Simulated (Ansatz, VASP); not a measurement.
## CdF2: VASP beside Ansatz

INCAR

```
SYSTEM = CdF2
PREC     = Accurate       ! precision mode
ENCUT    = 520            ! plane-wave cutoff, eV
EDIFF    = 1E-6           ! SCF threshold, eV
ISMEAR   = 0              ! smearing method
SIGMA    = 0.05           ! smearing width, eV
LREAL    = .False.        ! projectors in reciprocal space
LASPH    = .True.         ! aspherical terms in the spheres
NELM     = 60             ! most SCF steps
ALGO     = Normal         ! electronic algorithm
ISIF     = 2              ! what is computed and relaxed
LWAVE    = .False.        ! write WAVECAR
LCHARG   = .False.        ! write CHGCAR
GGA      = PE             ! functional
NBANDS   = 20             ! bands
```

File KPOINTS:

```
regular mesh
0
Gamma
  8 8 8
  0 0 0
```

POSCAR

```
CdF2
1.0
    0.0000000000      2.7344100000      2.6940000000
    2.7344100000      0.0000000000      2.6940000000
    2.7344100000      2.7344100000      0.0000000000
Cd F
1 2
Direct
    0.0000000000      0.0000000000      0.0000000000
    0.2500000000      0.2500000000      0.2500000000
    0.7500000000      0.7500000000      0.7500000000
```

Input for Ansatz:

```yaml
crystal:
  lattice:
    - [0.0, 2.73441, 2.694]
    - [2.73441, 0.0, 2.694]
    - [2.73441, 2.73441, 0.0]
  atoms:
    - { symbol: Cd, position: [0.0, 0.0, 0.0] }
    - { symbol: F, position: [0.25, 0.25, 0.25] }
    - { symbol: F, position: [0.75, 0.75, 0.75] }
basis:
  ecutwfc: 420
kpoints:
  mp_grid: { grid: [8, 8, 8] }
hamiltonian:
  xc: pbe
scf:
  occupations: { method: gaussian, width: 0.05 }
output:
  forces: true
  stress: true
  eigenvalues: true
```

Change from the starting cell: strain +0.015 along x and y, +0.000 along z, atoms carried along.

Alike in both runs: task single point; functional PBE; k mesh 8 × 8 × 8; occupations gaussian, width 0.05 eV; no spin polarisation.

|  | VASP | Ansatz |
| --- | --- | --- |
| version | VASP 6.6.1 | Ansatz 0.2.0 |
| potentials or method | VASP PAW PBE potentials, release 64 (Cd, F), cutoff 520 eV | scalar-relativistic, plane waves, PAW |
| valence electrons in the cell | 26 | 34 |

```csv
,VASP,Ansatz,Ansatz less VASP
gap on the k mesh at the Fermi level (eV),2.95,2.98,+0.031
least direct gap on the mesh (eV),3.48,3.51,+0.030
pressure (GPa),2.8,2.1,-0.62
"traceless stress, the component that is largest in VASP (GPa)",1.05,1.07,+0.017
```

The functional is the same, so the differences come from potentials, cutoffs and numerics. VASP's potentials hold 26 valence electrons a cell and Ansatz's 34, so a difference there can come from the potentials and not from the codes.
